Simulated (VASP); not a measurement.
Set up this calculation in VASP 6.6.1, as the native input.

```
Task                   : single point
Functional             : PBE
Potentials or basis    : VASP PAW PBE potentials, release 64 (Pb_d, O)
Cutoff                 : 600 eV
k mesh                 : 6 × 6 × 6
Occupations            : fermi-dirac, width 0.0861733 eV
Spin                   : no spin polarisation
Dipole correction      : no
Further INCAR settings : ALGO = Normal; EDIFF = 1e-06; NBANDS = 20
```

The structure of PbO2 lies in POSCAR:

```
PbO2
1.0
    0.0000000000      2.7019920000      2.7019920000
    2.7019920000      0.0000000000      2.7019920000
    2.7019920000      2.7019920000      0.0000000000
Pb O
1 2
Direct
    0.0000000000      0.0000000000      0.0000000000
    0.2500000000      0.2500000000      0.2500000000
    0.7500000000      0.7500000000      0.7500000000
```

The input as run:

INCAR

```
SYSTEM = PbO2
PREC = Accurate ; ENCUT = 600
EDIFF = 1E-6 ; ISMEAR = -1
SIGMA = 0.08617333262145177 ; LREAL = .False.
LASPH = .True. ; NELM = 120
ALGO = Normal ; ISIF = 2
LWAVE = .False. ; LCHARG = .False.
GGA = PE ; NBANDS = 20
GGA_COMPAT = .False.
```

KPOINTS

```
Automatic mesh
0
Gamma
  6 6 6
  0 0 0
```

Potentials or basis: VASP PAW PBE potentials, release 64 (Pb_d, O).

The run is started by

```bash
$ cat potpaw_PBE.64/Pb_d/POTCAR potpaw_PBE.64/O/POTCAR > POTCAR
$ mpirun -np 1 vasp_std > vasp.out
```

It gave:

* Pressure: 0.3 GPa
* Band gap on the k mesh: zero (band 13 reaches 5.62 eV, above the bottom of band 14 at 4.43 eV)

Caveat: spin-orbit coupling is left out, which moves the levels of the heavy elements.

Wall time 27 s on 1 thread of Intel Xeon 8259CL (shared host), peak memory 0.18 GiB.
